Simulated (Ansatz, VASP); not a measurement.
## One calculation of Si, two programs

Contents of INCAR:

```
ALGO = Normal ; EDIFF = 1E-6
ENCUT = 520 ; ISIF = 2
ISMEAR = 0 ; LASPH = True
LCHARG = False ; LREAL = False
LWAVE = False ; NBANDS = 8
NELM = 100 ; PREC = Accurate
SIGMA = 0.15
```

The input KPOINTS:

```
k-points
0
Gamma
  21 21 20
```

POSCAR

```
Si
1.0
    2.5550292445      0.0000000000      0.0000000000
   -1.2775146223      2.2127202332      0.0000000000
    0.0000000000      0.0000000000      2.5896721095
Si
1
Direct
    0.0000000000      0.0000000000      0.0000000000
```

Input for Ansatz:

```yaml
crystal:
  lattice:
    - [2.5550292445, 0.0, 0.0]
    - [-1.2775146223, 2.2127202332, 0.0]
    - [0.0, 0.0, 2.5896721095]
  atoms:
    - { symbol: Si, position: [0.0, 0.0, 0.0] }
basis:
  ecutwfc: 420
kpoints:
  mp_grid: { grid: [21, 21, 20] }
hamiltonian:
  xc: lda
scf:
  occupations: { method: gaussian, width: 0.15 }
output:
  forces: true
  stress: true
  eigenvalues: true
```

Change from the starting cell: strain -0.025 along x and y, +0.050 along z, atoms carried along.

Alike in both runs: task single point; functional LDA; k mesh 21 × 21 × 20; occupations gaussian, width 0.15 eV; no spin polarisation.

```csv
,VASP,Ansatz
version,VASP 6.6.1,Ansatz 0.2.0
potentials or method,"VASP PAW LDA potentials, release 64 (Si), cutoff 520 eV","scalar-relativistic, plane waves, PAW"
valence electrons in the cell,4,4
```

|  | VASP | Ansatz | Ansatz less VASP |
| --- | --- | --- | --- |
| gap on the k mesh at the Fermi level (eV) | none | none | - |
| pressure (GPa) | -0.2 | -0.3 | -0.08 |
| traceless stress, the component that is largest in VASP (GPa) | -11.21 | -11.23 | -0.015 |

LDA's correlation is that of Perdew and Zunger in VASP and of Perdew and Wang (1992) in Ansatz. A gap of «none» marks a metal or a gap that the smearing closes.
